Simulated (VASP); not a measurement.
## WSe2: single point with PBE+D3(BJ)

WSe2, a sheet with vacuum:

```
CELL_PARAMETERS angstrom
3.31482 0.00000 0.00000
-1.65741 2.87072 0.00000
0.00000 0.00000 43.46800
ATOMIC_POSITIONS crystal
W 0.33333 0.66667 0.41847
W 0.66667 0.33333 0.27170
Se 0.66667 0.33333 0.45696
Se 0.66667 0.33333 0.38000
Se 0.33333 0.66667 0.31017
Se 0.33333 0.66667 0.23321
```

| Quantity | Value |
| --- | --- |
| Program | VASP 6.6.1 |
| Task | single point |
| Functional | PBE |
| Dispersion | D3(BJ) |
| Potentials or basis | VASP PAW PBE potentials, release 64 (W_sv, Se) |
| Cutoff | 520 eV |
| k mesh | 12 × 12 × 1 |
| Occupations | gaussian, width 0.01 eV |
| Spin | no spin polarisation |
| Dipole correction | yes |
| Further INCAR settings | ALGO = Normal; EDIFF = 1e-06; NBANDS = 35 |

The largest force is 0.045 eV/Å, the band gap on the k mesh is 1.25 eV (least direct gap 1.50 eV) and the dispersion energy per atom is -0.396 eV. The ionisation potential of the upper face is 4.88 eV.

Forces on the atoms (eV/Å):
```
W    0.000  0.000  0.002
W    0.000  0.000 -0.002
Se   0.000  0.000  0.044
Se   0.000  0.000 -0.045
Se   0.000  0.000  0.045
Se   0.000  0.000 -0.044
```

Levels at points of the mesh, in eV from the valence-band top:
| k point | band 22 | band 23 | band 24 | band 25 | band 26 | band 27 | band 28 | band 29 | band 30 | band 31 |
| --- | --- | --- | --- | --- | --- | --- | --- | --- | --- | --- |
| (0.00, 0.00, 0.00) | -1.50 | -1.46 | -1.46 | -0.70 | 0.00 | 2.64 | 2.64 | 2.69 | 2.69 | 2.81 |
| (0.50, 0.00, 0.00) | -2.30 | -1.28 | -1.28 | -1.18 | -1.12 | 2.12 | 2.14 | 2.43 | 2.59 | 3.20 |

It took 23 min on 1 thread of Intel Xeon 8259CL, on a shared host, peak memory 0.67 GiB.

Caveat: spin-orbit coupling is left out, which moves the levels of the heavy elements.
